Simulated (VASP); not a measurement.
# Sb (R-3m) in VASP: single point with PBEsol

Aim: the single point of Sb with PBEsol.

All numbers are computed with VASP 6.6.1; they aren't measurements. Logs are shortened: lines on timing, memory, paths and dates and some standing lists are left out, and cuts for length are marked.

**1. The cell of the first run**

It takes space group R-3m (No. 166, trigonal). The conventional cell has a = 4.301 Å, b = 4.301 Å, c = 11.232 Å, α = 90.00°, β = 90.00°, γ = 120.00°. Within 3.8 Å of Sb (site symmetry 3m) lie 6 Sb at 2.90 to 3.34 Å.

**2. Single point, PBEsol**

INCAR reads:

```
SYSTEM = Sb
PREC = Accurate ; ENCUT = 520
EDIFF = 1E-6 ; ISMEAR = 0
SIGMA = 0.15 ; LREAL = .FALSE.
LASPH = .TRUE. ; NELM = 60
ALGO = Normal ; ISIF = 2
LWAVE = .FALSE. ; LCHARG = .FALSE.
GGA = PS ; NBANDS = 12
```

KPOINTS reads:

```
Automatic mesh
0
G
  15 15 15
  0 0 0
```

POSCAR reads:

```
Sb
1.0
    2.1506003320      1.2416496806      3.7440000000
   -2.1506003320      1.2416496806      3.7440000000
    0.0000000000     -2.4832993611      3.7440000000
Sb
2
Direct
    0.2336400000      0.2336400000      0.2336400000
    0.7663600000      0.7663600000      0.7663600000
```

Potentials or basis: VASP PAW PBE potentials, release 64 (Sb).

Started as:

```bash
$ cat potpaw_PBE.64/Sb/POTCAR > POTCAR
$ mpirun -np 1 vasp_std > vasp.out
```

OUTCAR:

```text
SYSTEM = Sb
   PREC = Accurate
   ENCUT = 520
   EDIFF = 1E-6
   ISMEAR = 0
   LREAL = .FALSE.
   LASPH = .TRUE.
   NELM = 60
   ISIF = 2
   GGA = PS

 ion  position               nearest neighbor table
   1  0.234  0.234  0.234-   2 2.90   2 2.90   2 2.90   2 3.34   2 3.34   2 3.34
   2  0.766  0.766  0.766-   1 2.90   1 2.90   1 2.90   1 3.34   1 3.34   1 3.34

  LATTYP: Found a trigonal (rhomboedric) cell.
 ALAT       =     4.4926953733
 COS(alpha) =     0.5417151843

  Lattice vectors:

 A1 = (   2.1506003320,   1.2416496806,   3.7440000000)
 A2 = (  -2.1506003320,   1.2416496806,   3.7440000000)
 A3 = (   0.0000000000,  -2.4832993611,   3.7440000000)

Analysis of symmetry for initial positions (statically):
=====================================================================
 Subroutine PRICEL returns:
 Original cell was already a primitive cell.

 Routine SETGRP: Setting up the symmetry group for a
 trigonal (rhombohedral) supercell.

 Subroutine GETGRP returns: Found 12 space group operations
 (whereof 12 operations were pure point group operations)
 out of a pool of 12 trial point group operations.

The static configuration has the point symmetry D_3d.

Analysis of symmetry for dynamics (positions and initial velocities):
=====================================================================
 Subroutine PRICEL returns:
 Original cell was already a primitive cell.

 Routine SETGRP: Setting up the symmetry group for a
 trigonal (rhombohedral) supercell.

 Subroutine GETGRP returns: Found 12 space group operations
 (whereof 12 operations were pure point group operations)
 out of a pool of 12 trial point group operations.

The dynamic configuration has the point symmetry D_3d.

 Subroutine INISYM returns: Found 12 space group operations
 (whereof 12 operations are pure point group operations),
 and found     1 'primitive' translations

----------------------------------------------------------------------------------------

                                     Primitive cell

  volume of cell :      59.9854

  direct lattice vectors                    reciprocal lattice vectors
     2.150600332  1.241649681  3.744000000     0.232493222  0.134230024  0.089031339
    -2.150600332  1.241649681  3.744000000    -0.232493222  0.134230024  0.089031339
     0.000000000 -2.483299361  3.744000000     0.000000000 -0.268460048  0.089031339

  length of vectors
     4.492695373  4.492695373  4.492695373     0.282838075  0.282838075  0.282838075

  position of ions in fractional coordinates (direct lattice)
     0.233640000  0.233640000  0.233640000
     0.766360000  0.766360000  0.766360000

  ion indices of the primitive-cell ions
   primitive index   ion index
                 1           1
                 2           2

----------------------------------------------------------------------------------------

 KPOINTS: Automatic mesh

Automatic generation of k-mesh.
 Grid dimensions read from file:
 generate k-points for:   15   15   15

 Generating k-lattice:

  Cartesian coordinates                     Fractional coordinates (reciprocal lattice)
     0.015499548  0.008948668  0.005935423     0.066666667  0.000000000 -0.000000000
    -0.015499548  0.008948668  0.005935423     0.000000000  0.066666667 -0.000000000
     0.000000000 -0.017897337  0.005935423     0.000000000  0.000000000  0.066666667

  Length of vectors
     0.018855872  0.018855872  0.018855872

  Shift w.r.t. Gamma in fractional coordinates (k-lattice)
     0.000000000  0.000000000  0.000000000

 Subroutine IBZKPT returns following result:
 ===========================================

 Found    344 irreducible k-points:

 Following reciprocal coordinates:
            Coordinates               Weight
  0.000000  0.000000  0.000000      1.000000
  0.066667 -0.000000 -0.000000      6.000000
  0.133333 -0.000000 -0.000000      6.000000
  0.200000  0.000000 -0.000000      6.000000
  0.266667 -0.000000 -0.000000      6.000000
  0.333333 -0.000000 -0.000000      6.000000
[... 16 lines left out ...]
  0.133333  0.133333 -0.000000      6.000000
  0.200000  0.133333 -0.000000     12.000000
 [... further k-points ...]
   k-points           NKPTS =    344   k-points in BZ     NKDIM =    344   number of bands    NBANDS=     12
   number of dos      NEDOS =    301   number of ions     NIONS =      2
   total plane-waves  NPLWV =  46656
   dimension x,y,z NGX =    36 NGY =   36 NGZ =   36
   dimension x,y,z NGXF=    72 NGYF=   72 NGZF=   72
   ions per type =               2
   NGX,Y,Z   is equivalent  to a cutoff of  13.32, 13.32, 13.32 a.u.
   NGXF,Y,Z  is equivalent  to a cutoff of  26.64, 26.64, 26.64 a.u.
 SYSTEM =  Sb
   PREC   = accura    normal or accurate (medium, high low for compatibility)
   ISTART =      0    job   : 0-new  1-cont  2-samecut
   ICHARG =      2    charge: 1-file 2-atom 10-const
   ISPIN  =      1    spin polarized calculation?
   LNONCOLLINEAR =      F non collinear calculations
   LSORBIT =      F    spin-orbit coupling
   LASPH  =      T    aspherical Exc in radial PAW
   ENCUT  =  520.0 eV  38.22 Ry    6.18 a.u.   8.35  8.35  8.35*2*pi/ulx,y,z
   NELM   =     60;   NELMIN=  2; NELMDL= -5     # of ELM steps
   EDIFF  = 0.1E-05   stopping-criterion for ELM
   LREAL  =      F    real-space projection
   EDIFFG = 0.1E-04   stopping-criterion for IOM
   NSW    =      0    number of steps for IOM
   IBRION =     -1    ionic relax: 0-MD 1-quasi-New 2-CG
   NFREE  =      0    steps in history (QN), initial steepest desc. (CG)
   ISIF   =      2    stress and relaxation
   ISYM   =      2    0-nonsym 1-usesym 2-fastsym
   POTIM  = 0.5000    time-step for ionic-motion
   TEBEG  =    0.0;   TEEND  =   0.0 temperature during run
   PSTRESS=    0.0 pullay stress
   NELECT =      10.0000    total number of electrons
   NUPDOWN=      -1.0000    fix difference up-down
   EMIN   =  10.00;   EMAX   =-10.00  energy-range for DOS
   EFERMI =   0.00;   METHOD = LEGACY
   ISMEAR =     0;   SIGMA  =   0.15  broadening in eV -4-tet -1-fermi 0-gaus
   EFERMI_NEDOS =   21; number of points for ismear=-14 and -15
   IALGO  =     38    algorithm
   IMIX   =      4    mixing-type and parameters
     AMIX     =   0.40;   BMIX     =  1.00
     AMIX_MAG =   1.60;   BMIX_MAG =  1.00
  volume/ion in A,a.u.               =      29.99       202.40
  Fermi-wavevector in a.u.,A,eV,Ry     =   0.901003  1.702649 11.045295  0.811806
  Thomas-Fermi vector in A             =   2.024030
   LORBIT       =      0    0 simple, 1 ext, 2 COOP (PROOUT), +10 PAW based schemes
   GGA     = PS    functional components
   LHFCALC =     F    Hartree Fock is set to
   AEXX    =    0.0000 exact exchange contribution
   IVDW    =     0    specifies the selected vdW correction
   LEPSILON=     F    determine dielectric tensor
   LRPA    =     F    only Hartree local field effects (RPA)
 non-spin polarized calculation
 Gauss-broadening in eV      SIGMA  =   0.15
  energy-cutoff  :      520.00
  volume of cell :       59.99
 maximum number of plane-waves:      1629
 NGX is ok and might be reduce to    36
   NGX = 17   NGY = 17   NGZ = 17

 number of electron      10.0000000 magnetization

 Free energy of the ion-electron system (eV)
  ---------------------------------------------------
  ext. energy  EPLUGINS =         0.00000000
  ---------------------------------------------------
  free energy    TOTEN  =        -9.10887613 eV

  energy without entropy =       -9.10683180  energy(sigma->0) =       -9.10785396

 E-fermi :   7.1960     XC(G=0):  -9.6943

 val. band max:        7.1430842598   @ k =   0.4000   0.2667   0.2667
 cond. band min:       7.2268535055   @ k =   0.3333   0.1333   0.1333
 fundamental gap:      0.0837692456
 Fermi energy:         7.1959718491

 k-point     1 :       0.0000    0.0000    0.0000
  band No.  band energies     occupation
      1      -5.5672      2.00000
      2       2.4558      2.00000
      3       5.1603      2.00000
      4       5.4152      2.00000
      5       5.4152      2.00000
      6       9.2873      0.00000
      7       9.9297      0.00000
      8       9.9297      0.00000
      9      12.2732      0.00000
     10      12.2732      0.00000
     11      12.4405      0.00000
     12      13.6789      0.00000

 k-point     2 :       0.0667   -0.0000   -0.0000
  band No.  band energies     occupation
      1      -5.5177      2.00000
      2       2.2167      2.00000
      3       5.1859      2.00000
      4       5.4023      2.00000
      5       5.5034      2.00000
      6       9.2777      0.00000
      7       9.7867      0.00000
      8       9.8105      0.00000
      9      12.0017      0.00000
     10      12.2638      0.00000
     11      12.2919      0.00000
     12      14.0944      0.00000

 k-point     3 :       0.1333   -0.0000   -0.0000
  band No.  band energies     occupation
      1      -5.3696      2.00000
      2       1.6201      2.00000
      3       5.1979      2.00000
      4       5.3692      2.00000
      5       5.7353      2.00000
      6       9.1521      0.00000
      7       9.4342      0.00000
      8       9.4789      0.00000
      9      11.7000      0.00000
     10      12.1917      0.00000
     11      12.3958      0.00000
     12      14.9562      0.00000

 k-point     4 :       0.2000    0.0000   -0.0000
  band No.  band energies     occupation
      1      -5.1239      2.00000
      2       0.8468      2.00000
      3       5.2017      2.00000
      4       5.3289      2.00000
      5       5.9869      2.00000
      6       8.8045      0.00000
      7       8.9748      0.00000
      8       9.0301      0.00000
      9      11.7853      0.00000
     10      12.3608      0.00000
     11      12.7775      0.00000
     12      16.0629      0.00000

 k-point     5 :       0.2667   -0.0000   -0.0000
  band No.  band energies     occupation
      1      -4.7831      2.00000
      2       0.0078      2.00000
      3       5.2251      2.00000
      4       5.2951      2.00000
      5       6.2031      2.00000
      6       8.3517      0.00000
      7       8.4602      0.00000
      8       8.5717      0.00000
      9      12.1984      0.00000
     10      12.8583      0.00000
     11      13.3770      0.00000
     12      17.3180      0.00000
[... 228 lines left out ...]
      1      -5.2493      2.00000
      2       1.2738      2.00000
      3       4.8796      2.00000
      4       5.5171      2.00000
      5       5.9398      2.00000
      6       8.8017      0.00000
      7       8.8539      0.00000
      8       9.8743      0.00000
      9      11.4768      0.00000
     10      12.3167      0.00000
     11      12.8951      0.00000
     12      14.8231      0.00000

 k-point    22 :      -0.0667    0.0667    0.0000
  band No.  band energies     occupation
      1      -5.4325      2.00000
      2       1.8877      2.00000
      3       5.0641      2.00000
      4       5.4080      2.00000
      5       5.7075      2.00000
      6       9.1738      0.00000
      7       9.3501      0.00000
      8       9.9101      0.00000
      9      11.6618      0.00000
     10      12.2146      0.00000
     11      12.5260      0.00000
     12      14.3430      0.00000

 k-point    23 :       0.1333    0.1333   -0.0000
  band No.  band energies     occupation
      1      -5.3166      2.00000
      2       1.5421      2.00000
      3       4.7267      2.00000
      4       4.9814      2.00000
      5       6.5990      2.00000
      6       8.1354      0.00000
      7       9.5607      0.00000
      8      10.2939      0.00000
      9      11.5852      0.00000
     10      12.6447      0.00000
     11      12.9797      0.00000
     12      14.3935      0.00000

 k-point    24 :       0.2000    0.1333   -0.0000
  band No.  band energies     occupation
      1      -5.1439      2.00000
      2       1.0982      2.00000
      3       4.5241      2.00000
      4       4.8392      2.00000
      5       6.6801      2.00000
      6       7.9310      0.00000
      7       9.5791      0.00000
      8      10.2792      0.00000
      9      11.3593      0.00000
     10      12.9837      0.00000
     11      13.3533      0.00000
     12      14.7559      0.00000

 [... further k-points ...]

------------------------ aborting loop because EDIFF is reached ----------------------------------------

  FORCE on cell =-STRESS in cart. coord.  units (eV):
  Direction    XX          YY          ZZ          XY          YZ          ZX
  --------------------------------------------------------------------------------------
  -------------------------------------------------------------------------------------
  Total        0.2904576      0.2904576      0.0825899      0.0000000      0.0000000      0.0000000
  in kB        7.7579581      7.7579581      2.2059295      0.0000000      0.0000000      0.0000000
  external PRESSURE =       5.9072819 kB  Pullay stress =       0.0000000 kB

 VOLUME and BASIS-vectors are now :
 -----------------------------------------------------------------------------
  energy-cutoff  :      520.00
  volume of cell :       59.99
      direct lattice vectors                 reciprocal lattice vectors
     2.150600332  1.241649681  3.744000000     0.232493222  0.134230024  0.089031339
    -2.150600332  1.241649681  3.744000000    -0.232493222  0.134230024  0.089031339
     0.000000000 -2.483299361  3.744000000     0.000000000 -0.268460048  0.089031339

 POSITION                                       TOTAL-FORCE (eV/Angst)
 -----------------------------------------------------------------------------------
      0.00000      0.00000      2.62424         0.000000      0.000000      0.231880
      0.00000      0.00000      8.60776         0.000000     -0.000000     -0.231880
 -----------------------------------------------------------------------------------
    total drift:                                0.000000     -0.000000      0.000000

  FREE ENERGIE OF THE ION-ELECTRON SYSTEM (eV)
  ---------------------------------------------------
  free  energy   TOTEN  =        -9.1088761258 eV

  energy  without entropy=       -9.1068317998  energy(sigma->0) =       -9.10785396
```

It took 4.6 min on 1 thread of Intel Xeon 8259CL, shared host; peak memory 0.36 GiB.

Results:

```
Free energy            : -9.1089 eV
Pressure               : 0.6 GPa
Largest force          : 0.232 eV/Å
Band gap on the k mesh : zero (bands 5 and 6 overlap by 0.12 eV)
```

Forces on the atoms (eV/Å):
```
Sb   0.000  0.000  0.232
Sb   0.000  0.000 -0.232
```

Stress tensor (GPa, compression positive):
```
0.78 0.00 0.00
0.00 0.78 0.00
0.00 0.00 0.22
```

Caveat: the PAW data sets were made with another functional, which shifts forces and pressure a little; spin-orbit coupling is left out, which moves the levels of the heavy elements.
